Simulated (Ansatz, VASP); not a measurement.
**FeSi in VASP and in Ansatz**

```xyz
8
Lattice="4.4031 0.0000 0.0000 0.0000 4.4031 0.0000 0.0000 0.0000 4.4031" Properties=species:S:1:pos:R:3 pbc="T T T"
Fe    0.6046    0.6046    0.6046
Fe    1.5969    3.7985    2.8062
Fe    2.8062    1.5969    3.7985
Fe    3.7985    2.8062    1.5969
Si    3.7044    3.7044    3.7044
Si    2.9002    0.6987    1.5029
Si    1.5029    2.9002    0.6987
Si    0.6987    1.5029    2.9002
```

Alike in both runs: functional PBE; k mesh 8 × 8 × 8; occupations gaussian, width 0.01 eV; no spin polarisation.

Ansatz relaxed the structure, and its values are those at the end. VASP's run is a single point on that final structure, the one shown.

```csv
,VASP,Ansatz
version,VASP 6.6.1,Ansatz 0.2.0
potentials or method,"VASP PAW PBE potentials, release 64 (Fe, Si), cutoff 520 eV","scalar-relativistic, plane waves, PAW"
valence electrons in the cell,48,80
```

```tsv
	VASP	Ansatz	Ansatz less VASP
gap on the k mesh at the Fermi level (eV)	0.16	0.17	+0.006
least direct gap on the mesh (eV)	0.17	0.18	+0.005
pressure (GPa)	7.4	7.1	-0.23
rms of the force components (eV/Å)	0.015	0.001	-0.0144
```

VASP's potentials hold 48 valence electrons a cell and Ansatz's 80, so a difference there can come from the potentials and not from the codes. Ansatz's warnings: stress scf threshold loose.
